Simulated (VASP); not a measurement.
Here is a VASP 6.6.1 calculation.

Contents of INCAR:

```
SYSTEM = W16O
ALGO = Normal
EDIFF = 1E-6
ENCUT = 520
GGA = PE
ISIF = 2
ISMEAR = -1
LASPH = .True.
LCHARG = .False.
LREAL = Auto
LWAVE = .False.
NBANDS = 129
NELM = 80
PREC = Accurate
SIGMA = 0.1
```

File KPOINTS:

```
k-points
0
Gamma
  3 3 3
  0 0 0
```

The input POSCAR:

```
W16O
1.0
    6.3200000000      0.0000000000      0.0000000000
    0.0000000000      6.3200000000      0.0000000000
    0.0000000000      0.0000000000      6.3200000000
W O
16 1
Direct
    0.0004022152     -0.0053245253      0.0025041139
    0.4984433544     -0.0052066456      0.0024628165
   -0.0003591772      0.4991174051      0.0009572785
   -0.0001549051     -0.0045591772      0.5002740506
    0.2493930380      0.2475484177      0.2472795886
    0.4992903481      0.4990563291      0.0009770570
    0.4990941456     -0.0044890823      0.5003018987
    0.7494577532      0.2471612342      0.2461837025
    0.0304210443      0.5111329114      0.4961857595
    0.2495049051      0.7563515823      0.2440531646
    0.2493354430      0.2465460443      0.7538231013
    0.4683121835      0.5109737342      0.4963813291
    0.7493659810      0.7550351266      0.2466033228
    0.7494765823      0.2305621835      0.7754268987
    0.2494246835      0.7542170886      0.7546286392
    0.7493843354      0.7528685127      0.7520810127
    0.7493517405      0.4091292722      0.5241009494
```

Potentials or basis: VASP PAW PBE potentials, release 64 (W_sv, O).

Launch:

```console
$ cat potpaw_PBE.64/W_sv/POTCAR potpaw_PBE.64/O/POTCAR > POTCAR
$ mpirun -np 1 vasp_std > vasp.out
```

(1) What does it give for the largest force?

(2) Estimate the pressure.

(3) Estimate the band gap on the k mesh.

Answers

(1) 0.945 eV/Å.

(2) 20.3 GPa.

(3) zero (bands 115 and 116 overlap by 0.03 eV).

Caveat: spin-orbit coupling is left out, which moves the levels of the heavy elements.
